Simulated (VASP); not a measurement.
# SiF (R-3m) in VASP: further runs

The runs below take SiF through single point, with PBE.

Everything below comes from runs of VASP 6.6.1. Logs are shortened: lines on timing, memory, paths and dates and some standing lists are left out, and cuts for length are marked.

## Step 1: The cell of the first run

Symmetry: R-3m, No. 166, trigonal system. Conventional cell: a = 2.677 Å, b = 2.677 Å, c = 11.461 Å, α = 90.00°, β = 90.00°, γ = 120.00°. Si (site symmetry -3m) has 6 F at 2.46 Å and 6 Si at 2.68 Å within 3.2 Å. Within 3.2 Å of F (site symmetry -3m) lie 6 Si at 2.46 Å and 6 F at 2.68 Å.

## Step 2: Single point, PBE

INCAR

```
SYSTEM = SiF
  PREC = Accurate
  ENCUT = 520
  EDIFF = 1E-6
  ISMEAR = -1
  SIGMA = 0.05
  LREAL = .FALSE.
  LASPH = .TRUE.
  NELM = 80
  ALGO = Normal
  ISIF = 2
  LWAVE = .FALSE.
  LCHARG = .FALSE.
  GGA = PE
  NBANDS = 12
```

KPOINTS

```
Automatic mesh
0
G
  10 10 10
  0 0 0
```

POSCAR

```
SiF
1.0
    1.3386000000      0.7728400000      3.8203438000
   -1.3386000000      0.7728400000      3.8203438000
    0.0000000000     -1.5456800000      3.8203438000
Si F
1 1
Direct
    0.5000000000      0.5000000000      0.5000000000
    0.0000000000      0.0000000000      0.0000000000
```

Potentials or basis: VASP PAW PBE potentials, release 64 (Si, F).

Launch:

```bash
$ cat potpaw_PBE.64/Si/POTCAR potpaw_PBE.64/F/POTCAR > POTCAR
$ mpirun -np 1 vasp_std > vasp.out
```

OUTCAR:

```text
SYSTEM = SiF
   PREC = Accurate
   ENCUT = 520
   EDIFF = 1E-6
   ISMEAR = -1
   LREAL = .FALSE.
   LASPH = .TRUE.
   NELM = 80
   ISIF = 2
   GGA = PE

 ion  position               nearest neighbor table
   1  0.500  0.500  0.500-   2 2.46   2 2.46   2 2.46   2 2.46   2 2.46   2 2.46
   2  0.000  0.000  0.000-   1 2.46   1 2.46   1 2.46   1 2.46   1 2.46   1 2.46

  LATTYP: Found a trigonal (rhomboedric) cell.
 ALAT       =     4.1211840988
 COS(alpha) =     0.7889974975

  Lattice vectors:

 A1 = (   1.3386000000,   0.7728400000,   3.8203438000)
 A2 = (  -1.3386000000,   0.7728400000,   3.8203438000)
 A3 = (   0.0000000000,  -1.5456800000,   3.8203438000)

Analysis of symmetry for initial positions (statically):
=====================================================================
 Subroutine PRICEL returns:
 Original cell was already a primitive cell.

 Routine SETGRP: Setting up the symmetry group for a
 trigonal (rhombohedral) supercell.

 Subroutine GETGRP returns: Found 12 space group operations
 (whereof 12 operations were pure point group operations)
 out of a pool of 12 trial point group operations.

The static configuration has the point symmetry D_3d.

Analysis of symmetry for dynamics (positions and initial velocities):
=====================================================================
 Subroutine PRICEL returns:
 Original cell was already a primitive cell.

 Routine SETGRP: Setting up the symmetry group for a
 trigonal (rhombohedral) supercell.

 Subroutine GETGRP returns: Found 12 space group operations
 (whereof 12 operations were pure point group operations)
 out of a pool of 12 trial point group operations.

The dynamic configuration has the point symmetry D_3d.

 Subroutine INISYM returns: Found 12 space group operations
 (whereof 12 operations are pure point group operations),
 and found     1 'primitive' translations

----------------------------------------------------------------------------------------

                                     Primitive cell

  volume of cell :      23.7134

  direct lattice vectors                    reciprocal lattice vectors
     1.338600000  0.772840000  3.820343800     0.373524578  0.215654814  0.087252182
    -1.338600000  0.772840000  3.820343800    -0.373524578  0.215654814  0.087252182
     0.000000000 -1.545680000  3.820343800     0.000000000 -0.431309629  0.087252182

  length of vectors
     4.121184099  4.121184099  4.121183497     0.440046080  0.440046080  0.440046519

  position of ions in fractional coordinates (direct lattice)
     0.500000000  0.500000000  0.500000000
     0.000000000  0.000000000  0.000000000

  ion indices of the primitive-cell ions
   primitive index   ion index
                 1           1
                 2           2

----------------------------------------------------------------------------------------

 KPOINTS: Automatic mesh

Automatic generation of k-mesh.
 Grid dimensions read from file:
 generate k-points for:   10   10   10

 Generating k-lattice:

  Cartesian coordinates                     Fractional coordinates (reciprocal lattice)
     0.037352458  0.021565481  0.008725218     0.100000000 -0.000000000  0.000000000
    -0.037352458  0.021565481  0.008725218    -0.000000000  0.100000000  0.000000000
     0.000000000 -0.043130963  0.008725218     0.000000000  0.000000000  0.100000000

  Length of vectors
     0.044004608  0.044004608  0.044004652

  Shift w.r.t. Gamma in fractional coordinates (k-lattice)
     0.000000000  0.000000000  0.000000000

 Subroutine IBZKPT returns following result:
 ===========================================

 Found    116 irreducible k-points:

 Following reciprocal coordinates:
            Coordinates               Weight
  0.000000  0.000000  0.000000      1.000000
  0.100000 -0.000000 -0.000000      6.000000
  0.200000 -0.000000 -0.000000      6.000000
  0.300000  0.000000  0.000000      6.000000
  0.400000 -0.000000 -0.000000      6.000000
  0.500000  0.000000 -0.000000      3.000000
[... 16 lines left out ...]
  0.300000  0.300000  0.000000      6.000000
  0.400000  0.300000 -0.000000     12.000000
 [... further k-points ...]
   k-points           NKPTS =    116   k-points in BZ     NKDIM =    116   number of bands    NBANDS=     12
   number of dos      NEDOS =    301   number of ions     NIONS =      2
   total plane-waves  NPLWV =  32768
   dimension x,y,z NGX =    32 NGY =   32 NGZ =   32
   dimension x,y,z NGXF=    64 NGYF=   64 NGZF=   64
   ions per type =               1   1
   NGX,Y,Z   is equivalent  to a cutoff of  12.91, 12.91, 12.91 a.u.
   NGXF,Y,Z  is equivalent  to a cutoff of  25.82, 25.82, 25.82 a.u.
 SYSTEM =  SiF
   PREC   = accura    normal or accurate (medium, high low for compatibility)
   ISTART =      0    job   : 0-new  1-cont  2-samecut
   ICHARG =      2    charge: 1-file 2-atom 10-const
   ISPIN  =      1    spin polarized calculation?
   LNONCOLLINEAR =      F non collinear calculations
   LSORBIT =      F    spin-orbit coupling
   LASPH  =      T    aspherical Exc in radial PAW
   ENCUT  =  520.0 eV  38.22 Ry    6.18 a.u.   7.66  7.66  7.66*2*pi/ulx,y,z
   NELM   =     80;   NELMIN=  2; NELMDL= -5     # of ELM steps
   EDIFF  = 0.1E-05   stopping-criterion for ELM
   LREAL  =      F    real-space projection
   EDIFFG = 0.1E-04   stopping-criterion for IOM
   NSW    =      0    number of steps for IOM
   IBRION =     -1    ionic relax: 0-MD 1-quasi-New 2-CG
   NFREE  =      0    steps in history (QN), initial steepest desc. (CG)
   ISIF   =      2    stress and relaxation
   ISYM   =      2    0-nonsym 1-usesym 2-fastsym
   POTIM  = 0.5000    time-step for ionic-motion
   TEBEG  =    0.0;   TEEND  =   0.0 temperature during run
   PSTRESS=    0.0 pullay stress
   NELECT =      11.0000    total number of electrons
   NUPDOWN=      -1.0000    fix difference up-down
   EMIN   =  10.00;   EMAX   =-10.00  energy-range for DOS
   EFERMI =   0.00;   METHOD = LEGACY
   ISMEAR =    -1;   SIGMA  =   0.05  broadening in eV -4-tet -1-fermi 0-gaus
   EFERMI_NEDOS =   21; number of points for ismear=-14 and -15
   IALGO  =     38    algorithm
   IMIX   =      4    mixing-type and parameters
     AMIX     =   0.40;   BMIX     =  1.00
     AMIX_MAG =   1.60;   BMIX_MAG =  1.00
  volume/ion in A,a.u.               =      11.86        80.01
  Fermi-wavevector in a.u.,A,eV,Ry     =   1.267285  2.394822 21.851116  1.606012
  Thomas-Fermi vector in A             =   2.400441
   LORBIT       =      0    0 simple, 1 ext, 2 COOP (PROOUT), +10 PAW based schemes
   GGA     = PE    functional components
   LHFCALC =     F    Hartree Fock is set to
   AEXX    =    0.0000 exact exchange contribution
   IVDW    =     0    specifies the selected vdW correction
   LEPSILON=     F    determine dielectric tensor
   LRPA    =     F    only Hartree local field effects (RPA)
 non-spin polarized calculation
  energy-cutoff  :      520.00
  volume of cell :       23.71
 maximum number of plane-waves:       652
   NGX = 15   NGY = 15   NGZ = 15

 number of electron      11.0000002 magnetization

 Free energy of the ion-electron system (eV)
  ---------------------------------------------------
  ext. energy  EPLUGINS =         0.00000000
  ---------------------------------------------------
  free energy    TOTEN  =        -8.77425898 eV

  energy without entropy =       -8.76814061  energy(sigma->0) =       -8.77119979

 E-fermi :   6.8091     XC(G=0): -10.9042

 val. band max:        6.7943436949   @ k =   0.5000   0.2000  -0.0000
 cond. band min:       6.8151178013   @ k =  -0.2000  -0.3000   0.1000
 fundamental gap:      0.0207741065
 Fermi energy:         6.8090569770

 k-point     1 :       0.0000    0.0000    0.0000
  band No.  band energies     occupation
      1     -17.2993      2.00000
      2      -3.7034      2.00000
      3      -0.5150      2.00000
      4       3.2894      2.00000
      5       3.2894      2.00000
      6      10.4910      0.00000
      7      14.6030      0.00000
      8      18.0832      0.00000
      9      18.0832      0.00000
     10      19.7989      0.00000
     11      19.7990      0.00000
     12      25.0143      0.00000

 k-point     2 :       0.1000   -0.0000   -0.0000
  band No.  band energies     occupation
      1     -17.2278      2.00000
      2      -3.5365      2.00000
      3      -0.3301      2.00000
      4       3.0233      2.00000
      5       3.2307      2.00000
      6      10.3917      0.00000
      7      14.5683      0.00000
      8      16.2405      0.00000
      9      16.7239      0.00000
     10      19.8766      0.00000
     11      21.5786      0.00000
     12      23.2930      0.00000

 k-point     3 :       0.2000   -0.0000   -0.0000
  band No.  band energies     occupation
      1     -17.0353      2.00000
      2      -3.0468      2.00000
      3       0.1553      2.00000
      4       2.4218      2.00000
      5       3.0805      2.00000
      6      10.0419      0.00000
      7      12.1824      0.00000
      8      15.1783      0.00000
      9      16.0932      0.00000
     10      19.3258      0.00000
     11      21.0312      0.00000
     12      24.1492      0.00000

 k-point     4 :       0.3000    0.0000    0.0000
  band No.  band energies     occupation
      1     -16.7869      2.00000
      2      -2.3040      2.00000
      3       0.6510      2.00000
      4       2.0019      2.00000
      5       2.9010      2.00000
      6       8.4602      0.00000
      7      10.4509      0.00000
      8      14.0340      0.00000
      9      16.1979      0.00000
     10      18.4828      0.00000
     11      20.2525      0.00000
     12      24.2307      0.00000

 k-point     5 :       0.4000   -0.0000   -0.0000
  band No.  band energies     occupation
      1     -16.5765      2.00000
      2      -1.5695      2.00000
      3       0.8133      2.00000
      4       2.2532      2.00000
      5       2.7604      2.00000
      6       6.1592      2.00000
      7      10.0709      0.00000
      8      13.3379      0.00000
      9      15.7408      0.00000
     10      17.5472      0.00000
     11      20.8909      0.00000
     12      24.1602      0.00000
[... 228 lines left out ...]
      1     -16.5024      2.00000
      2      -0.9720      2.00000
      3       0.9150      2.00000
      4       1.8874      2.00000
      5       2.8785      2.00000
      6       6.3732      1.99967
      7       8.3238      0.00000
      8      11.1490      0.00000
      9      17.3630      0.00000
     10      19.1987      0.00000
     11      20.7471      0.00000
     12      23.4714      0.00000

 k-point    22 :      -0.2000    0.2000    0.0000
  band No.  band energies     occupation
      1     -16.6751      2.00000
      2      -1.6656      2.00000
      3       0.6871      2.00000
      4       2.1987      2.00000
      5       2.3826      2.00000
      6       8.7048      0.00000
      7       8.9617      0.00000
      8      11.4051      0.00000
      9      18.1686      0.00000
     10      18.8083      0.00000
     11      21.2899      0.00000
     12      22.8868      0.00000

 k-point    23 :       0.3000    0.3000    0.0000
  band No.  band energies     occupation
      1     -16.7723      2.00000
      2      -2.5991      2.00000
      3       0.6044      2.00000
      4       2.5837      2.00000
      5       2.8519      2.00000
      6       8.0023      0.00000
      7      10.7958      0.00000
      8      14.4341      0.00000
      9      15.4902      0.00000
     10      18.4574      0.00000
     11      20.9995      0.00000
     12      23.6735      0.00000

 k-point    24 :       0.4000    0.3000   -0.0000
  band No.  band energies     occupation
      1     -16.6297      2.00000
      2      -1.9560      2.00000
      3       0.4812      2.00000
      4       2.4872      2.00000
      5       2.8589      2.00000
      6       7.0153      0.03180
      7      10.9411      0.00000
      8      11.8332      0.00000
      9      16.4829      0.00000
     10      18.3064      0.00000
     11      21.6052      0.00000
     12      22.9764      0.00000

 [... further k-points ...]
[... 5 lines left out ...]
  --------------------------------------------------------------------------------------
  -------------------------------------------------------------------------------------
  Total        0.0116597      0.0116596      1.1418049      0.0000000     -0.0000000      0.0000000
  in kB        0.7877757      0.7877735     77.1451070      0.0000000     -0.0000000      0.0000000
  external PRESSURE =      26.2402187 kB  Pullay stress =       0.0000000 kB

 VOLUME and BASIS-vectors are now :
 -----------------------------------------------------------------------------
  energy-cutoff  :      520.00
  volume of cell :       23.71
      direct lattice vectors                 reciprocal lattice vectors
     1.338600000  0.772840000  3.820343800     0.373524578  0.215654814  0.087252182
    -1.338600000  0.772840000  3.820343800    -0.373524578  0.215654814  0.087252182
     0.000000000 -1.545680000  3.820343800     0.000000000 -0.431309629  0.087252182

 POSITION                                       TOTAL-FORCE (eV/Angst)
 -----------------------------------------------------------------------------------
      0.00000      0.00000      5.73052         0.000000     -0.000000      0.000000
      0.00000      0.00000      0.00000         0.000000      0.000000     -0.000000
 -----------------------------------------------------------------------------------
    total drift:                               -0.000000     -0.000000     -0.000000

  FREE ENERGIE OF THE ION-ELECTRON SYSTEM (eV)
  ---------------------------------------------------
  free  energy   TOTEN  =        -8.7742589797 eV

  energy  without entropy=       -8.7681406059  energy(sigma->0) =       -8.77119979
```

Run time: 48 s. Hardware: 1 thread of Intel Xeon 8259CL, shared host; peak memory 0.18 GiB.

Results:

* Free energy: -8.7743 eV
* Pressure: 2.6 GPa

Stress tensor (GPa, compression positive):
```
0.08 0.00 0.00
0.00 0.08 0.00
0.00 0.00 7.71
```

Levels at points of the mesh, in eV from the Fermi level:
```tsv
k point	band 1	band 2	band 3	band 4	band 5	band 6	band 7	band 8	band 9	band 10
(0.00, 0.00, 0.00)	-24.11	-10.51	-7.32	-3.52	-3.52	3.68	7.79	11.27	11.27	12.99
(0.50, 0.00, 0.00)	-23.30	-8.09	-5.85	-4.28	-4.10	-1.74	3.15	6.30	8.65	10.44
(0.50, 0.50, 0.00)	-23.29	-7.61	-6.67	-4.75	-4.18	-1.24	5.59	6.70	6.91	8.67
(0.50, 0.50, 0.50)	-24.00	-12.33	-3.54	-3.54	-3.02	-0.52	10.84	10.84	12.42	13.48
```

Caveat: an odd number of electrons without spin polarisation forces a metal; a magnetic or distorted state may lie lower.

## Step 3: Single point, PBE

This run uses another cell than the first one, of 11.98 Å³/atom, 1.010 times its volume.

INCAR

```
SYSTEM = SiF
PREC     = Accurate       ! precision mode
ENCUT    = 520            ! plane-wave cutoff, eV
EDIFF    = 1E-6           ! SCF threshold, eV
ISMEAR   = -1             ! smearing method
SIGMA    = 0.05           ! smearing width, eV
LREAL    = .FALSE.        ! projectors in reciprocal space
LASPH    = .TRUE.         ! aspherical terms in the spheres
NELM     = 80             ! most SCF steps
ALGO     = Normal         ! electronic algorithm
ISIF     = 2              ! what is computed and relaxed
LWAVE    = .FALSE.        ! write WAVECAR
LCHARG   = .TRUE.         ! write CHGCAR
GGA      = PE             ! functional
LELF     = .TRUE.         ! ELF
LVHAR    = .TRUE.       
NBANDS   = 12             ! bands
```

KPOINTS is that of step 2.

POSCAR

```
SiF
1.0
    1.3386000000      0.7728400000      3.8593269000
   -1.3386000000      0.7728400000      3.8593269000
    0.0000000000     -1.5456800000      3.8593269000
Si F
1 1
Direct
    0.5000000000      0.5000000000      0.5000000000
    0.0000000000      0.0000000000      0.0000000000
```

Potentials or basis: VASP PAW PBE potentials, release 64 (Si, F).

Launch:

```bash
$ cat potpaw_PBE.64/Si/POTCAR potpaw_PBE.64/F/POTCAR > POTCAR
$ mpirun -np 1 vasp_std > vasp.out
```

It took 54 s on 1 thread of Intel Xeon 8259CL, shared host; peak memory 0.18 GiB.

The run converged. Its results:

```
Free energy : -8.7834 eV
Pressure    : 1.2 GPa
```

Stress tensor (GPa, compression positive):
```
-0.16  0.00  0.00
 0.00 -0.16  0.00
 0.00  0.00  3.78
```

Levels at points of the mesh, in eV from the Fermi level:
| k point | band 2 | band 3 | band 4 | band 5 | band 6 | band 7 | band 8 | band 9 |
| --- | --- | --- | --- | --- | --- | --- | --- | --- |
| (0.00, 0.00, 0.00) | -10.52 | -7.18 | -3.33 | -3.33 | 3.62 | 7.88 | 11.30 | 11.30 |
| (0.50, 0.00, 0.00) | -7.90 | -5.68 | -4.27 | -3.91 | -1.75 | 3.17 | 6.34 | 8.67 |
| (0.50, 0.50, 0.00) | -7.43 | -6.49 | -4.72 | -3.98 | -1.26 | 5.56 | 6.77 | 6.92 |
| (0.50, 0.50, 0.50) | -12.23 | -3.35 | -3.35 | -2.99 | -0.52 | 10.90 | 10.90 | 12.40 |

Caveat: an odd number of electrons without spin polarisation forces a metal; a magnetic or distorted state may lie lower.
